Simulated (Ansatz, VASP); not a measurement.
## Two plane-wave programs on MgS

```
Mg S
1.0
     3.67929    0.00000    0.00000
     1.83964    3.18636    0.00000
     1.83964    1.06212    3.00413
Mg S
1 1
Direct
  0.00000 0.00000 0.00000
  0.50000 0.50000 0.50000
```

Alike in both runs: task single point; functional PBE; k mesh 4 × 4 × 4; no spin polarisation.

```csv
,VASP,Ansatz
version,VASP 6.6.1,Ansatz 0.2.0
potentials or method,"VASP PAW PBE potentials, release 64 (Mg, S), cutoff 600 eV","plane waves, PAW"
occupations,"gaussian, width 0.01 eV",fixed
valence electrons in the cell,8,16
```

Ansatz gave:

```
gap on the k mesh at the Fermi level (eV) : 2.77
```

Question: Estimate VASP's values.

Answer: gap on the k mesh at the Fermi level (eV): 2.75.

VASP's potentials hold 8 valence electrons a cell and Ansatz's 16, so a difference there can come from the potentials and not from the codes.

The k mesh is coarse, so the values compare programs but aren't converged.
